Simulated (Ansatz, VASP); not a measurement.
TiTe2: VASP and Ansatz over several settings

```
CELL_PARAMETERS angstrom
3.77700 0.00000 0.00000
-1.88850 3.27098 0.00000
0.00000 0.00000 6.49800
ATOMIC_POSITIONS crystal
Te 0.33333 0.66667 0.73720
Te 0.66667 0.33333 0.26280
Ti 0.00000 0.00000 0.00000
```

Single points on this cell with VASP 6.6.1 and Ansatz 0.2.0. Each row is one pair of runs. Alike in all rows: spin: off; VASP's potentials, cutoff: VASP PAW PBE potentials, release 64 (Te, Ti_sv), 520 eV; Ansatz's potentials, cutoff: Ansatz PAW, 420 eV.

```tsv
level	k mesh	smearing	gap on the k mesh at the Fermi level (eV), VASP	gap on the k mesh at the Fermi level (eV), Ansatz	pressure (GPa), VASP	pressure (GPa), Ansatz	rms of the force components (eV/Å), VASP	rms of the force components (eV/Å), Ansatz
PBE	6 × 6 × 3	fermi-dirac, width 0.05 eV	none	none	0.8	0.8	0.019	0.023
PBE0	4 × 4 × 2	fermi-dirac, width 0.05 eV	none	?	-1.1	?	0.133	?
PBEsol-based global hybrid	4 × 4 × 2	fermi-dirac, width 0.05 eV	none	none	-3.2	-2.9	0.181	0.186
B3LYP	4 × 4 × 2	fermi-dirac, width 0.05 eV	none	none	3.1	3.2	0.088	0.106
PBE-based global hybrid	5 × 5 × 3	fermi-dirac, width 0.05 eV	none	none	-0.1	0.1	0.094	0.096
PBE	8 × 8 × 4	gaussian, width 0.016 eV	none	none	0.9	0.9	0.010	0.006
PBE	8 × 8 × 4	gaussian, width 0.017 eV	none	none	0.9	0.9	0.010	0.005
PBE	8 × 8 × 4	gaussian, width 0.018 eV	none	none	0.9	0.9	0.009	0.005
```

Question: Fill in what Ansatz gave in row 2.

Answer: gap on the k mesh at the Fermi level (eV): none; pressure (GPa): -0.7; rms of the force components (eV/Å): 0.134.

VASP's potentials hold 24 valence electrons a cell and Ansatz's 44, so a difference there can come from the potentials and not from the codes.

A gap of «none» marks a metal or a gap that the smearing closes.

The k mesh is coarse in some rows, so the values compare programs but aren't converged. Spin-orbit coupling is off throughout.
